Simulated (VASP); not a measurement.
Set up this calculation in VASP 6.6.1, as the native input.

```
Task                   : single point
Functional             : r2SCAN
Potentials or basis    : VASP PAW PBE potentials, release 64 (Ti_sv)
Cutoff                 : 520 eV
k mesh                 : 26 × 26 × 26
Occupations            : gaussian, width 0.15 eV
Spin                   : no spin polarisation
Dipole correction      : no
Further INCAR settings : ALGO = Normal; EDIFF = 1e-07; NBANDS = 12
```

Ti:

```xyz
1
Lattice="0.0000 2.0552 2.0552 2.0552 0.0000 2.0552 2.0552 2.0552 0.0000" Properties=species:S:1:pos:R:3 pbc="T T T"
Ti    0.0000    0.0000    0.0000
```

This isn't the form of Ti at room conditions, which is hcp.

These files were run (other wordings do the same):

POSCAR

```
Ti
1.0
    0.0000000000      2.0551516146      2.0551516146
    2.0551516146      0.0000000000      2.0551516146
    2.0551516146      2.0551516146      0.0000000000
Ti
1
Direct
    0.0000000000      0.0000000000      0.0000000000
```

INCAR.step1

```
SYSTEM = Ti
PREC = Accurate
ENCUT = 520
ISMEAR = 0
SIGMA = 0.15
LREAL = .False.
LASPH = .True.
NELM = 80
NBANDS = 12
GGA = PE
ALGO = Normal
EDIFF = 1E-4
LWAVE = .True.
LCHARG = .False.
```

INCAR.step2

```
SYSTEM = Ti
PREC = Accurate
ENCUT = 520
EDIFF = 1E-7
ISMEAR = 0
SIGMA = 0.15
LREAL = .False.
LASPH = .True.
NELM = 80
ALGO = Normal
ISIF = 2
LWAVE = .False.
LCHARG = .True.
METAGGA = R2SCAN
LMIXTAU = .True.
LELF = .True.
LVHAR = .True.
NBANDS = 12
ISTART = 1
```

KPOINTS

```
Automatic mesh
0
Gamma
  26 26 26
  0 0 0
```

Potentials or basis: VASP PAW PBE potentials, release 64 (Ti_sv).

The run is started by

```sh
$ cat potpaw_PBE.64/Ti_sv/POTCAR > POTCAR
$ cp INCAR.step1 INCAR
$ mpirun -np 1 vasp_std > vasp.out
$ cp INCAR.step2 INCAR
$ mpirun -np 1 vasp_std > vasp.out
```

It gave:

The pressure is 0.4 GPa and the band gap on the k mesh is zero (bands 6 and 7 overlap by 1.52 eV).

Caveat: the PAW data sets were made with another functional, which shifts forces and pressure a little.

It took 11 min on 1 thread of Intel Xeon 8259CL (shared host), peak memory 0.23 GiB.
